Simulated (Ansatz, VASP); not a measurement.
# Two plane-wave programs on W

```
W
1.0
     2.75704    0.00000    0.00000
    -0.91901    2.59936    0.00000
     0.00000    0.00000   26.25557
W
6
Cartesian
  0.9190 1.2997 7.5779
  0.0000 0.0000 9.7412
  0.9190 1.2997 12.0033
  0.0000 0.0000 14.2523
  0.9190 1.2997 16.5143
  0.0000 0.0000 18.6777
```

Alike in both runs: functional PBE; k mesh 13 × 13 × 1; occupations gaussian, width 0.1 eV; no spin polarisation.

Ansatz relaxed the structure, and its values are those at the end. VASP's run is a single point on that final structure, the one shown.

|  | VASP | Ansatz |
| --- | --- | --- |
| version | VASP 6.6.1 | Ansatz 0.2.0 |
| potentials or method | VASP PAW PBE potentials, release 64 (W_sv), cutoff 520 eV | scalar-relativistic, plane waves, PAW |
| valence electrons in the cell | 84 | 84 |

```tsv
	VASP	Ansatz	Ansatz less VASP
gap on the k mesh at the Fermi level (eV)	none	none	-
rms of the force components (eV/Å)	0.017	0.007	-0.0093
```

A gap of «none» marks a metal or a gap that the smearing closes. With one functional, cell and mesh, what is left measures potentials, basis and numerics. Ansatz's warnings: xc potential rough in thin density.

Neither program's run includes spin-orbit coupling.
